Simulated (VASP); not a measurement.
# BN (P6_3/mmc) in VASP: further runs, part 3 of 3

VASP 6.6.1.

### 6 Single point, PBEsol+D4

This run uses another cell than the first one, of 8.78 Å³/atom, 0.979 times its volume.

Input file INCAR:

```
SYSTEM = BN
PREC     = Accurate       ! precision mode
ENCUT    = 520            ! plane-wave cutoff, eV
EDIFF    = 1E-6           ! SCF threshold, eV
ISMEAR   = -1             ! smearing method
SIGMA    = 0.05           ! smearing width, eV
LREAL    = .False.        ! projectors in reciprocal space
LASPH    = .True.         ! aspherical terms in the spheres
NELM     = 80             ! most SCF steps
ALGO     = Normal         ! electronic algorithm
ISIF     = 2              ! what is computed and relaxed
LWAVE    = .False.        ! write WAVECAR
LCHARG   = .True.         ! write CHGCAR
GGA      = PS             ! functional
IVDW     = 13             ! dispersion correction
LELF     = .True.         ! ELF
LVHAR    = .True.       
NBANDS   = 16             ! bands
```

Input file KPOINTS:

```
regular mesh
0
Gamma
  12 12 4
  0 0 0
```

Input file POSCAR:

```
BN
1.0
    2.5016394782      0.0000000000      0.0000000000
   -1.2508197391      2.1664833392      0.0000000000
    0.0000000000      0.0000000000      6.4795109346
N B
2 2
Direct
    0.6666666667      0.3333333333      0.2500000000
    0.3333333333      0.6666666667      0.7500000000
    0.6666666667      0.3333333333      0.7500000000
    0.3333333333      0.6666666667      0.2500000000
```

Potentials or basis: VASP PAW PBE potentials, release 64 (N, B).

Run with:

```sh
$ cat potpaw_PBE.64/N/POTCAR potpaw_PBE.64/B/POTCAR > POTCAR
$ mpirun -np 1 vasp_std > vasp.out
```

OUTCAR:

```text
SYSTEM = BN
   PREC = Accurate
   ENCUT = 520
   EDIFF = 1E-6
   ISMEAR = -1
   LREAL = .False.
   LASPH = .True.
   NELM = 80
   ISIF = 2
   GGA = PS
   IVDW = 13

 ion  position               nearest neighbor table
   1  0.667  0.333  0.250-   4 1.44   4 1.44   4 1.44
   2  0.333  0.667  0.750-   3 1.44   3 1.44   3 1.44
   3  0.667  0.333  0.750-   2 1.44   2 1.44   2 1.44
   4  0.333  0.667  0.250-   1 1.44   1 1.44   1 1.44

  LATTYP: Found a hexagonal cell.
 ALAT       =     2.5016394782
 C/A-ratio  =     2.5901058050

  Lattice vectors:

 A1 = (   2.5016394782,   0.0000000000,   0.0000000000)
 A2 = (  -1.2508197391,   2.1664833392,   0.0000000000)
 A3 = (   0.0000000000,   0.0000000000,   6.4795109346)

Analysis of symmetry for initial positions (statically):
=====================================================================
 Subroutine PRICEL returns:
 Original cell was already a primitive cell.

 Routine SETGRP: Setting up the symmetry group for a
 hexagonal supercell.

 Subroutine GETGRP returns: Found 24 space group operations
 (whereof 12 operations were pure point group operations)
 out of a pool of 24 trial point group operations.

The static configuration has the point symmetry D_3d.
 The point group associated with its full space group is D_6h.

Analysis of symmetry for dynamics (positions and initial velocities):
=====================================================================
 Subroutine PRICEL returns:
 Original cell was already a primitive cell.

 Routine SETGRP: Setting up the symmetry group for a
 hexagonal supercell.

 Subroutine GETGRP returns: Found 24 space group operations
 (whereof 12 operations were pure point group operations)
 out of a pool of 24 trial point group operations.

The dynamic configuration has the point symmetry D_3d.
 The point group associated with its full space group is D_6h.

 Subroutine INISYM returns: Found 24 space group operations
[... 121 lines left out ...]
     AMIX_MAG =   1.60;   BMIX_MAG =  1.00
  volume/ion in A,a.u.               =       8.78        59.25
  Fermi-wavevector in a.u.,A,eV,Ry     =   1.259720  2.380526 21.591013  1.586895
  Thomas-Fermi vector in A             =   2.393266
   LORBIT       =      0    0 simple, 1 ext, 2 COOP (PROOUT), +10 PAW based schemes
   GGA     = PS    functional components
   LHFCALC =     F    Hartree Fock is set to
   AEXX    =    0.0000 exact exchange contribution
   IVDW    =    13    specifies the selected vdW correction
   LEPSILON=     F    determine dielectric tensor
   LRPA    =     F    only Hartree local field effects (RPA)
 non-spin polarized calculation
  energy-cutoff  :      520.00
  volume of cell :       35.12
 maximum number of plane-waves:       973
 NGX is ok and might be reduce to    20
   NGX =  9   NGY =  9   NGZ = 25

 number of electron      15.9999999 magnetization

 Free energy of the ion-electron system (eV)
  ---------------------------------------------------
  ext. energy  EPLUGINS =         0.00000000
  ---------------------------------------------------
  free energy    TOTEN  =       -36.55788254 eV

  energy without entropy =      -36.55788254  energy(sigma->0) =      -36.55788254

 E-fermi :   3.5566     XC(G=0): -10.4734

 val. band max:        2.4241855007   @ k =   0.3333   0.2500   0.0000
 cond. band min:       6.5374368219   @ k =   0.5000   0.0000   0.0000
 fundamental gap:      4.1132513212
 Fermi energy:         3.5566355645

 k-point     1 :       0.0000    0.0000    0.0000
  band No.  band energies     occupation
      1     -15.4055      2.00000
      2     -15.0405      2.00000
      3      -4.0216      2.00000
      4      -1.5737      2.00000
      5       1.0970      2.00000
      6       1.0970      2.00000
[... 433 lines left out ...]
      3      -4.4955      2.00000
      4      -4.4201      2.00000
      5      -1.1728      2.00000
      6      -1.1172      2.00000
[... 8 lines left out ...]
     15      19.2248      0.00000
     16      21.0338      0.00000

 [... further k-points ...]

------------------------ aborting loop because EDIFF is reached ----------------------------------------

  DFT-D4 for vdW energy calculation

  Edisp (eV):   -0.37912

  FORCE on cell =-STRESS in cart. coord.  units (eV):
  Direction    XX          YY          ZZ          XY          YZ          ZX
  --------------------------------------------------------------------------------------
  -------------------------------------------------------------------------------------
  Total       0.11638     0.11638    -0.03905    -0.00000     0.00000     0.00000
  in kB       5.30966     5.30966    -1.78181    -0.00000     0.00000     0.00000
  external pressure =        2.95 kB  Pullay stress =        0.00 kB

 VOLUME and BASIS-vectors are now :
 -----------------------------------------------------------------------------
  energy-cutoff  :      520.00
  volume of cell :       35.12
      direct lattice vectors                 reciprocal lattice vectors
     2.501639478  0.000000000  0.000000000     0.399737855  0.230788758  0.000000000
    -1.250819739  2.166483339  0.000000000     0.000000000  0.461577517  0.000000000
     0.000000000  0.000000000  6.479510935     0.000000000  0.000000000  0.154332636

 POSITION                                       TOTAL-FORCE (eV/Angst)
 -----------------------------------------------------------------------------------
      1.25082      0.72216      1.61988         0.000000      0.000000      0.000000
     -0.00000      1.44432      4.85963         0.000000     -0.000000      0.000000
      1.25082      0.72216      4.85963         0.000000     -0.000000      0.000000
     -0.00000      1.44432      1.61988        -0.000000      0.000000     -0.000000
 -----------------------------------------------------------------------------------
    total drift:                               -0.000000      0.000000      0.000000

  FREE ENERGIE OF THE ION-ELECTRON SYSTEM (eV)
  ---------------------------------------------------
  free  energy   TOTEN  =       -36.9370005791 eV

  energy  without entropy=      -36.9370005791  energy(sigma->0) =      -36.93700058
```

stdout:

```text
POSCAR found type information on POSCAR N B
 POSCAR found :  2 types and       4 ions
 scaLAPACK will be used
 -----------------------------------------------------------------------------
|                                                                             |
|                                                                             |
|     You enforced a specific xc type in the INCAR file but a different       |
|     I HOPE YOU KNOW WHAT YOU ARE DOING!                                     |
|                                                                             |
 -----------------------------------------------------------------------------

 LDA part: xc-table for (Slater+PW92), standard interpolation
 POSCAR, INCAR and KPOINTS ok, starting setup
 FFT: planning ... GRIDC
 FFT: planning ... GRID_SOFT
 FFT: planning ... GRID
 WAVECAR not read
 entering main loop
```

Run time: 60 s. Hardware: 1 thread of Intel Xeon Platinum 8375C at 2.90GHz (Ice Lake), shared host; peak memory 0.15 GiB.

Results:

| Item | Value |
| --- | --- |
| Free energy | -36.9370 eV |
| Pressure | 0.3 GPa |
| Band gap on the k mesh | 4.11 eV, indirect (least direct gap 4.51 eV) |
| Dispersion energy per atom | -0.095 eV |

Caveat: the PAW data sets were made with another functional, which shifts forces and pressure a little.

### 7 The runs side by side

| task | level | cell | cutoff (eV) | gap on the mesh (eV) | pressure (GPa) |
| --- | --- | --- | --- | --- | --- |
| relaxation of cell and atoms | PBEsol | relaxed to 10 GPa from a = 2.498, b = 2.498, c = 6.636 Å, angles 90.0, 90.0, 120.0°, 4 atoms | 600 | 3.97 | 10.0 |
| relaxation of cell and atoms | PBEsol | relaxed to 20 GPa from a = 2.498, b = 2.498, c = 6.636 Å, angles 90.0, 90.0, 120.0°, 4 atoms | 600 | 3.76 | 19.9 |
| relaxation of cell and atoms | PBEsol | relaxed to 30 GPa from a = 2.498, b = 2.498, c = 6.636 Å, angles 90.0, 90.0, 120.0°, 4 atoms | 600 | 3.78 | 29.9 |
| single point | PBEsol+D3(BJ) | a = 2.500, b = 2.500, c = 6.418 Å, angles 90.0, 90.0, 120.0°, 4 atoms | 520 | 4.09 | 0.3 |
| single point | PBEsol+D4 | a = 2.502, b = 2.502, c = 6.480 Å, angles 90.0, 90.0, 120.0°, 4 atoms | 520 | 4.11 | 0.3 |

Alike in all rows: potentials or basis VASP PAW PBE potentials, release 64 (N, B); no spin polarisation; k mesh 12 × 12 × 4; smearing fermi-dirac 0.05 eV.

Caveats: the PAW data sets were made with another functional, which shifts forces and pressure a little; the cell is relaxed towards a set pressure, so the enthalpy falls and the energy may rise (some runs); the volume moved by over 15 % at a fixed basis, so the end points are rough (some runs); this functional lacks dispersion, which binds the layers, so the pressure and a relaxed spacing across them are unreliable (some runs).

Total energies depend on the potentials used, so only differences within one code and one set of settings carry meaning.
